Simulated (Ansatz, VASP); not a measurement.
**TiAl: VASP beside Ansatz**

The input INCAR:

```
PREC = Accurate
ENCUT = 520
EDIFF = 1E-6
ISMEAR = 0
SIGMA = 0.15
LREAL = F
LASPH = T
NELM = 100
ALGO = Fast
ISIF = 2
LWAVE = F
LCHARG = F
NBANDS = 14
```

File KPOINTS:

```
regular mesh
0
Gamma
  16 16 16
```

File POSCAR:

```
TiAl
1.0
    3.4333891200      0.0000000000      0.0000000000
    0.0000000000      3.4333891200      0.0000000000
    0.0000000000      0.0000000000      3.0519014400
Ti Al
1 1
Direct
    0.0000000000      0.0000000000      0.0000000000
    0.5000000000      0.5000000000      0.5000000000
```

Input for Ansatz:

```yaml
crystal:
  lattice:
    - [3.43338912, 0.0, 0.0]
    - [0.0, 3.43338912, 0.0]
    - [0.0, 0.0, 3.05190144]
  atoms:
    - { symbol: Ti, position: [0.0, 0.0, 0.0] }
    - { symbol: Al, position: [0.5, 0.5, 0.5] }
basis:
  ecutwfc: 420
kpoints:
  mp_grid: { grid: [16, 16, 16] }
hamiltonian:
  xc: lda
scf:
  occupations: { method: gaussian, width: 0.15 }
output:
  forces: true
  stress: true
  eigenvalues: true
```

Change from the starting cell: strain +0.080 along x and y, -0.040 along z, atoms carried along.

Alike in both runs: task single point; functional LDA; k mesh 16 × 16 × 16; occupations gaussian, width 0.15 eV; no spin polarisation.

```csv
,VASP,Ansatz
version,VASP 6.6.1,Ansatz 0.2.0
potentials or method,"VASP PAW LDA potentials, release 64 (Ti_sv, Al), cutoff 520 eV","scalar-relativistic, plane waves, PAW"
valence electrons in the cell,15,15
```

VASP gave:

- gap on the k mesh at the Fermi level (eV): none
- pressure (GPa): -14.4
- traceless stress, the component that is largest in VASP (GPa): -1.76

Task: What did Ansatz give for the same quantities?

Result: gap on the k mesh at the Fermi level (eV): none; pressure (GPa): -14.5; traceless stress, the component that is largest in VASP (GPa): -1.77.

LDA's correlation is that of Perdew and Zunger in VASP and of Perdew and Wang (1992) in Ansatz. A gap of «none» marks a metal or a gap that the smearing closes.
